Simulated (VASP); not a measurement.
Here is a VASP 6.6.1 calculation.

Contents of INCAR:

```
PREC = Accurate ; ENCUT = 520
EDIFF = 1E-8 ; ISMEAR = 0
SIGMA = 0.01 ; LREAL = F
LASPH = T ; NELM = 60
ALGO = Normal ; ISIF = 2
LWAVE = F ; LCHARG = F
METAGGA = R2SCAN ; LMIXTAU = T
LCALCEPS = T
```

KPOINTS

```
Automatic mesh
0
Gamma
  8 8 8
```

The input POSCAR:

```
MgO
1.0
    0.0000000000      2.1021674155      2.1021674155
    2.1021674155      0.0000000000      2.1021674155
    2.1021674155      2.1021674155      0.0000000000
Mg O
1 1
Direct
    0.0000000000      0.0000000000      0.0000000000
    0.5000000000      0.5000000000      0.5000000000
```

Potentials or basis: VASP PAW PBE potentials, release 64 (Mg, O).

Command:

```bash
$ cat potpaw_PBE.64/Mg/POTCAR potpaw_PBE.64/O/POTCAR > POTCAR
$ mpirun -np 1 vasp_std > vasp.out
```

Q: Predict the electronic dielectric tensor (diagonal).

A: 2.92.

Q: What does it give for the Born charges (mean of the diagonal)?

A: Mg +1.94; O -1.94 e.

Q: What does it give for the band gap on the k mesh?

A: 5.66 eV.

Born effective charge tensors (e):
atom 1, Mg
```
1.94 0.00 0.00
0.00 1.94 0.00
0.00 0.00 1.94
```
atom 2, O
```
-1.94  0.00  0.00
 0.00 -1.94  0.00
 0.00  0.00 -1.94
```
